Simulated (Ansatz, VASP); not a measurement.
**SiC in VASP and in Ansatz**

```
Si C
1.0
     2.45147    0.00000    0.00000
     0.00000    2.45147    0.00000
     0.00000    0.00000    2.45147
Si C
1 1
Direct
  0.00000 0.00000 0.00000
  0.50000 0.50000 0.50000
```

Change from the starting cell: volume scaled by 0.8, LAPW.

Alike in both runs: task single point; functional PBE; k mesh 14 × 14 × 14; occupations fermi-dirac, width 0.08 eV; no spin polarisation.

|  | VASP | Ansatz |
| --- | --- | --- |
| version | VASP 6.6.1 | Ansatz 0.2.0 |
| potentials or method | VASP PAW PBE potentials, release 64 (Si, C), cutoff 600 eV | all-electron LAPW, scalar-relativistic |

Ansatz gave:

```
pressure (GPa) : 63.1
```

Task: Estimate VASP's values.

Result: Pressure (GPa): 62.9.

Both programs put the cell under a high pressure, so it lies far from rest at this level. Ansatz ran all-electron here, and VASP with PAW potentials.

Noted on VASP's run: the cell as given lies far from equilibrium.
